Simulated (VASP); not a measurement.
A run of VASP 6.6.1 is set up as follows.

POSCAR

```
Pt
1.0
    0.0000000000      1.9799609330      1.9799609330
    1.9701103811      0.0098505519      1.9701103811
    1.9701103811      1.9701103811      0.0098505519
Pt
1
Direct
    0.0000000000      0.0000000000      0.0000000000
```

The input INCAR.step1:

```
  PREC = Accurate
  ENCUT = 550
  ISMEAR = 0
  SIGMA = 0.15
  LREAL = F
  LASPH = T
  NELM = 120
  NBANDS = 11
  GGA = PE
  ALGO = Normal
  EDIFF = 1E-5
  LWAVE = T
  LCHARG = F
  GGA_COMPAT = F
```

Contents of INCAR.step2:

```
  PREC = Accurate
  ENCUT = 550
  EDIFF = 1E-6
  ISMEAR = 0
  SIGMA = 0.15
  LREAL = F
  LASPH = T
  NELM = 120
  ALGO = Normal
  ISIF = 2
  LWAVE = F
  LCHARG = F
  METAGGA = R2SCAN
  LMIXTAU = T
  NBANDS = 11
  ISTART = 1
  GGA_COMPAT = F
```

Contents of KPOINTS:

```
Automatic mesh
0
Gamma
  26 26 26
```

Potentials or basis: VASP PAW PBE potentials, release 64 (Pt).

Command:

```sh
$ cat potpaw_PBE.64/Pt/POTCAR > POTCAR
$ cp INCAR.step1 INCAR
$ mpirun -np 1 vasp_std > vasp.out
$ cp INCAR.step2 INCAR
$ mpirun -np 1 vasp_std > vasp.out
```

Problem. Predict the pressure.

Solution. 0.8 GPa.

Problem. What does it give for the band gap on the k mesh?

Solution. Zero (band 5 reaches 11.27 eV, above the bottom of band 6 at 8.92 eV).

Stress tensor (GPa, compression positive):
```
 0.75  0.00  0.00
 0.00  0.84 -0.63
 0.00 -0.63  0.84
```

Caveat: the cell differs from its parent crystal (strain +0.0100 x Voigt [0, 0, 0, 1, 0, 0]); the PAW data sets were made with another functional, which shifts forces and pressure a little; spin-orbit coupling is left out, which moves the levels of the heavy elements.
